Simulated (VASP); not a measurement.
# Ca2CdN2 (P-3m1) in VASP: a series of runs, part 2 of 2

VASP 6.6.1. The steps go on from the part before.

**3. Relaxation of cell and atoms, PBE**

This run uses another cell than the first one, of 18.60 Å³/atom, 1.108 times its volume.

Contents of INCAR:

```
SYSTEM = Ca2CdN2
PREC = Accurate ; ENCUT = 600
EDIFF = 1E-7 ; ISMEAR = 0
SIGMA = 0.1 ; LREAL = .FALSE.
LASPH = .TRUE. ; NELM = 80
ALGO = Normal ; ISIF = 3
LWAVE = .FALSE. ; LCHARG = .FALSE.
GGA = PE ; IBRION = 2
NSW = 90 ; EDIFFG = -0.04
```

Contents of KPOINTS:

```
regular mesh
0
G
  6 6 4
  0 0 0
```

Contents of POSCAR:

```
Ca2CdN2
1.0
    3.9841526748      0.0000000000      0.0000000000
   -1.9920763374      3.4503774289      0.0000000000
    0.0000000000      0.0000000000      6.7643107477
Ca Cd N
2 1 2
Direct
    0.3333333333      0.6666666667      0.6200000000
    0.6666666667      0.3333333333      0.3800000000
    0.0000000000      0.0000000000      0.0000000000
    0.3333333333      0.6666666667      0.2600000000
    0.6666666667      0.3333333333      0.7400000000
```

Potentials or basis: VASP PAW PBE potentials, release 64 (Ca_sv, Cd, N).

The run is started by

```console
$ cat potpaw_PBE.64/Ca_sv/POTCAR potpaw_PBE.64/Cd/POTCAR potpaw_PBE.64/N/POTCAR > POTCAR
$ mpirun -np 1 vasp_std > vasp.out
```

OUTCAR:

```text
SYSTEM = Ca2CdN2
   PREC = Accurate
   ENCUT = 600
   EDIFF = 1E-7
   ISMEAR = 0
   LREAL = .FALSE.
   LASPH = .TRUE.
   NELM = 80
   ISIF = 3
   GGA = PE
   IBRION = 2
   NSW = 90
   EDIFFG = -0.04

 ion  position               nearest neighbor table
   1  0.333  0.667  0.620-   4 2.44   5 2.44   5 2.44   5 2.44   2 2.82   2 2.82   2 2.82   3 3.45
                             3 3.45   3 3.45
   2  0.667  0.333  0.380-   5 2.44   4 2.44   4 2.44   4 2.44   1 2.82   1 2.82   1 2.82   3 3.45
                             3 3.45   3 3.45
   3  0.000  0.000  0.000-   1 3.45   2 3.45   1 3.45   2 3.45   2 3.45   1 3.45
   4  0.333  0.667  0.260-   1 2.44   2 2.44   2 2.44   2 2.44
   5  0.667  0.333  0.740-   2 2.44   1 2.44   1 2.44   1 2.44

  LATTYP: Found a hexagonal cell.
 ALAT       =     3.9841526748
 C/A-ratio  =     1.6978041004

  Lattice vectors:

 A1 = (   3.9841526748,   0.0000000000,   0.0000000000)
 A2 = (  -1.9920763374,   3.4503774289,   0.0000000000)
 A3 = (   0.0000000000,   0.0000000000,   6.7643107477)

Analysis of symmetry for initial positions (statically):
=====================================================================
 Subroutine PRICEL returns:
 Original cell was already a primitive cell.

 Routine SETGRP: Setting up the symmetry group for a
 hexagonal supercell.

 Subroutine GETGRP returns: Found 12 space group operations
[... 168 lines left out ...]
  ---------------------------------------------------
  free energy    TOTEN  =       -21.08160808 eV

  energy without entropy =      -21.08049898  energy(sigma->0) =      -21.08105353

 E-fermi :   2.0873     XC(G=0):  -9.8031

 val. band max:        1.9864747909   @ k =   0.5000   0.0000   0.5000
 cond. band min:       2.1154703348   @ k =   0.0000   0.0000   0.0000
 fundamental gap:      0.1289955439
 Fermi energy:         2.0872603542

 k-point     1 :       0.0000    0.0000    0.0000
  band No.  band energies     occupation
      1     -37.5320      2.00000
      2     -37.1985      2.00000
      3     -18.7097      2.00000
      4     -18.6954      2.00000
      5     -18.6954      2.00000
      6     -18.3155      2.00000
[... 771 lines left out ...]
  FREE ENERGIE OF THE ION-ELECTRON SYSTEM (eV)
  ---------------------------------------------------
  free  energy   TOTEN  =       -22.1543541219 eV

  energy  without entropy=      -22.1543517854  energy(sigma->0) =      -22.15435295

[... ionic steps 4 to 8 ...]

--------------------------------------- Ionic step        9  -------------------------------------------

 number of electron      41.9999999 magnetization

------------------------ aborting loop because EDIFF is reached ----------------------------------------
[... 73 lines left out ...]
--------------------------------------- Ionic step       11  -------------------------------------------

 number of electron      41.9999997 magnetization

 Free energy of the ion-electron system (eV)
  ---------------------------------------------------
  ext. energy  EPLUGINS =         0.00000000
  ---------------------------------------------------
  free energy    TOTEN  =       -22.49043507 eV

  energy without entropy =      -22.49017693  energy(sigma->0) =      -22.49030600

 E-fermi :   2.7903     XC(G=0): -10.2922

 val. band max:        2.6228283824   @ k =   0.5000   0.0000   0.5000
 cond. band min:       2.9041783383   @ k =   0.0000   0.0000   0.0000
 fundamental gap:      0.2813499559
 Fermi energy:         2.7902519157

 k-point     1 :       0.0000    0.0000    0.0000
  band No.  band energies     occupation
      1     -36.2648      2.00000
      2     -36.1794      2.00000
      3     -17.5978      2.00000
      4     -17.3290      2.00000
      5     -17.3290      2.00000
      6     -17.2788      2.00000
[... 693 lines left out ...]
  FREE ENERGIE OF THE ION-ELECTRON SYSTEM (eV)
  ---------------------------------------------------
  free  energy   TOTEN  =       -22.4904350705 eV

  energy  without entropy=      -22.4901769334  energy(sigma->0) =      -22.49030600

 reached required accuracy - stopping structural energy minimisation
```

It took 12 min on 1 thread of Oxide Virtual Turin-like, shared host; peak memory 0.25 GiB.

Results:

```yaml
Free_energy: -22.4904 eV
Relaxed_volume: 16.78 Å³/atom
Relaxed_cell: a = 4.018 Å, b = 4.018 Å, c = 6.001 Å, α = 90.00°, β = 90.00°, γ = 120.00°
Space_group_after_relaxing_to_0.05_Å: P-3m1 (No. 164)
Energy_gained_by_relaxing: 281.8 meV/atom
Ionic_steps: 11
Pressure_after_relaxing: 0.0 GPa
Largest_force_after_relaxing: 0.028 eV/Å
Band_gap_on_the_k_mesh: 0.28 eV, indirect (least direct gap 0.40 eV)
```

Forces on the atoms (eV/Å):
```
Ca   0.000  0.000 -0.028
Ca   0.000  0.000  0.028
Cd   0.000  0.000  0.000
N    0.000  0.000  0.002
N    0.000  0.000 -0.002
```

Step by step:
```tsv
step	energy change (eV)	largest force (eV/Å)	pressure (GPa)	volume (Å³)
1	0.0000	3.1907	-4.58	92.99
2	-0.8958	1.8321	0.30	86.00
3	-1.0727	0.9835	6.66	80.61
4	-1.0805	0.8807	5.46	81.46
5	-1.3204	0.4551	-0.59	86.82
6	-1.3272	0.3968	-1.63	87.99
7	-1.3679	0.3393	-0.76	86.33
8	-1.3970	0.1996	1.36	83.12
9	-1.4050	0.1223	-0.57	84.18
10	-1.4084	0.0535	0.09	83.80
11	-1.4088	0.0283	-0.01	83.91
```

Final structure:
```cif
data_structure
_symmetry_space_group_name_H-M 'P 1'
_symmetry_Int_Tables_number 1
_cell_length_a 4.0180
_cell_length_b 4.0180
_cell_length_c 6.0014
_cell_angle_alpha 90.000
_cell_angle_beta 90.000
_cell_angle_gamma 120.000
_cell_volume 83.91
loop_
_atom_site_label
_atom_site_type_symbol
_atom_site_fract_x
_atom_site_fract_y
_atom_site_fract_z
_atom_site_occupancy
Ca1 Ca 0.33333 0.66667 0.68623 1
Ca2 Ca 0.66667 0.33333 0.31377 1
Cd1 Cd 0.00000 0.00000 0.00000 1
N1 N 0.33333 0.66667 0.23945 1
N2 N 0.66667 0.33333 0.76055 1
```
